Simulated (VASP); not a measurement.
MgO: single point with PBE

MgO:

```
CELL_PARAMETERS angstrom
3.54740 0.00000 0.00000
-1.77370 3.07214 0.00000
0.00000 0.00000 4.71180
ATOMIC_POSITIONS crystal
Mg 0.33333 0.66667 0.00632
Mg 0.66667 0.33333 0.50632
O 0.33333 0.66667 0.39828
O 0.66667 0.33333 0.89828
```

| Item | Value |
| --- | --- |
| Program | VASP 6.6.1 |
| Task | single point |
| Functional | PBE |
| Potentials or basis | VASP PAW PBE potentials, release 64 (Mg, O) |
| Cutoff | 520 eV |
| k mesh | 9 × 9 × 6 |
| Occupations | gaussian, width 0.05 eV |
| Spin | no spin polarisation |

The pressure is -3.4 GPa. The largest force is 1.847 eV/Å and the band gap on the k mesh is 2.95 eV.

Forces in eV/Å, atoms in the order of the input:
```
Mg   0.000  0.000 -1.847
Mg   0.000  0.000 -1.847
O    0.000  0.000  1.847
O    0.000  0.000  1.847
```

Stress tensor (GPa, compression positive):
```
-12.60   0.00   0.00
  0.00 -12.60   0.00
  0.00   0.00  15.11
```

Levels at points of the mesh, in eV from the valence-band top:
| k point | band 5 | band 6 | band 7 | band 8 | band 9 | band 10 | band 11 | band 12 |
| --- | --- | --- | --- | --- | --- | --- | --- | --- |
| (0.00, 0.00, 0.00) | -0.97 | -0.44 | -0.44 | 0.00 | 2.95 | 7.78 | 10.42 | 12.41 |
| (0.00, 0.00, 0.50) | -0.71 | -0.71 | -0.71 | -0.71 | 5.47 | 5.47 | 12.86 | 12.86 |

It took 37 s on 1 thread of Intel Xeon 8259CL (shared host), peak memory 0.19 GiB.

Caveat: the stress differs along the axes, from -13 to 15 GPa; forces of over 1 eV/Å act on the atoms, so gaps and moduli don't describe the material at rest. A k mesh can miss the band edges.
